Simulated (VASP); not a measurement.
Set up this calculation in VASP 6.6.1, as the native input.

| Property | Result |
| --- | --- |
| Task | single point |
| Functional | PBE |
| Potentials or basis | VASP PAW PBE potentials, release 64 (Ni, Mo_sv, Pd, Ir, W_sv) |
| Cutoff | 520 eV |
| k mesh | 6 × 6 × 4 |
| Occupations | fermi-dirac, width 0.05 eV |
| Spin | collinear spin, ferromagnetic start |
| Starting moments | [1.0, 1.0, 0.0, 0.6, 0.0] μB |
| Dipole correction | no |
| Further INCAR settings | ALGO = Normal; EDIFF = 1e-06; NBANDS = 40 |

The structure of NiMoIrPdW lies in POSCAR:

```
NiMoIrPdW
1.0
    4.1146495429      0.0000028851      0.0000000000
   -2.0573272700      3.5633895893      0.0000000000
    0.0000000000      0.0000000000      5.4502488037
Ni Mo Pd Ir W
1 1 1 1 1
Direct
    0.0000000000      0.0000000000      0.9562730301
    0.6666666667      0.3333333333      0.9638103733
    0.6666666667      0.3333333333      0.4642073129
    0.3333333333      0.6666666667      0.7247545823
    0.3333333333      0.6666666667      0.2354047014
```

These files were run (other wordings do the same):

INCAR

```
PREC = Accurate
ENCUT = 520
EDIFF = 1E-6
ISMEAR = -1
SIGMA = 0.05
LREAL = False
LASPH = True
NELM = 150
ALGO = Normal
ISIF = 2
LWAVE = False
LCHARG = True
ISPIN = 2
MAGMOM = 1 1 0 0.6 0
LORBIT = 11
LMAXMIX = 4
GGA = PE
LELF = True
LVHAR = True
NBANDS = 40
```

KPOINTS

```
Automatic mesh
0
Gamma
  6 6 4
```

Potentials or basis: VASP PAW PBE potentials, release 64 (Ni, Mo_sv, Pd, Ir, W_sv).

Launch:

```bash
$ cat potpaw_PBE.64/Ni/POTCAR potpaw_PBE.64/Mo_sv/POTCAR potpaw_PBE.64/Pd/POTCAR potpaw_PBE.64/Ir/POTCAR potpaw_PBE.64/W_sv/POTCAR > POTCAR
$ mpirun -np 1 vasp_std > vasp.out
```

It gave:

| Item | Value |
| --- | --- |
| Pressure | 0.3 GPa |
| Largest force | 0.013 eV/Å |
| Net moment | 0.00 μB per cell |
| Valence electrons inside the program's atomic spheres | Ni 9.46; Mo 12.56; Pd 9.59; Ir 8.31; W 11.87 |

Caveat: the moments typed at the start vanished in this run.

Run time: 3.1 min on 1 thread of Intel(R) Xeon(R) Platinum 8259CL CPU @ 2.50GHz (Skylake/Cascade Lake), with other jobs on the host, peak memory 0.33 GiB.
